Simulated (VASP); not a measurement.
# ScGa2N3: single point with PBE

Crystal: ScGa2N3.

```
CELL_PARAMETERS angstrom
1.64821 -2.85804 0.00316
-4.93529 -2.85282 0.00598
0.00338 0.01074 -8.10506
ATOMIC_POSITIONS crystal
Sc 0.99954 0.00007 0.00167
Sc 0.49952 0.50008 0.00167
Ga 0.99982 0.66663 0.33832
Ga 0.49983 0.16662 0.33832
Ga 0.50045 0.83338 0.65968
Ga 0.00044 0.33337 0.65967
N 0.99961 0.66658 0.09545
N 0.49963 0.16658 0.09545
N 0.00065 0.00006 0.73875
N 0.50064 0.50007 0.73874
N 0.49993 0.83327 0.41615
N 0.99993 0.33328 0.41614
```

| Quantity | Value |
| --- | --- |
| Program | VASP 6.6.1 |
| Task | single point |
| Functional | PBE |
| Potentials or basis | VASP PAW PBE potentials, release 64 (Sc_sv, Ga_d, N) |
| Cutoff | 520 eV |
| k mesh | 4 × 4 × 2 |
| Occupations | gaussian, width 0.1 eV |
| Spin | no spin polarisation |

```yaml
Pressure: 0.5 GPa
Largest_force: 0.045 eV/Å
Band_gap_on_the_k_mesh: 1.88 eV
```

Forces on the atoms (eV/Å):
```
Sc  -0.004 -0.004  0.026
Sc  -0.003 -0.004  0.026
Ga   0.002  0.001 -0.017
Ga   0.000  0.001 -0.017
Ga   0.001  0.000  0.004
Ga   0.000  0.000  0.003
N    0.004  0.003 -0.045
N    0.003  0.003 -0.044
N   -0.001  0.000  0.033
N    0.000  0.001  0.032
N    0.000 -0.001  0.000
N    0.000 -0.001  0.000
```

Stress tensor (GPa, compression positive):
```
 0.55 -0.01 -0.04
-0.01  0.43  0.04
-0.04  0.04  0.61
```

Levels at points of the mesh, in eV from the valence-band top:
```
           k point  band 48  band 49  band 50  band 51  band 52  band 53  band 54  band 55  band 56  band 57
(0.00, 0.00, 0.00)    -0.46    -0.42    -0.42    -0.07    -0.06     1.88     2.82     3.94     4.24     4.81
(0.50, 0.00, 0.00)    -1.36    -1.04    -1.04    -0.51    -0.51     3.11     3.11     4.04     4.04     5.23
(0.00, 0.50, 0.00)    -1.11    -0.54    -0.54    -0.45    -0.45     3.53     3.53     4.22     4.22     4.85
(0.50, 0.50, 0.00)    -1.43    -0.82    -0.82    -0.41    -0.41     2.81     2.82     4.25     4.25     4.98
(0.00, 0.00, 0.50)    -0.60    -0.56    -0.54    -0.01     0.00     2.82     3.19     3.29     3.80     4.46
(0.50, 0.00, 0.50)    -1.52    -0.84    -0.84    -0.69    -0.69     3.21     3.21     4.23     4.23     5.08
(0.00, 0.50, 0.50)    -0.96    -0.52    -0.52    -0.43    -0.43     3.70     3.70     4.16     4.16     4.78
(0.50, 0.50, 0.50)    -1.15    -0.82    -0.81    -0.59    -0.59     3.28     3.29     3.80     3.80     4.47
```

It took 2 min on 1 thread of Intel(R) Xeon(R) 6975P-C (Granite Rapids), on a shared host, peak memory 0.34 GiB.

Caveat: the k points lie up to 0.48 Å⁻¹ apart. A k mesh can miss the band edges.
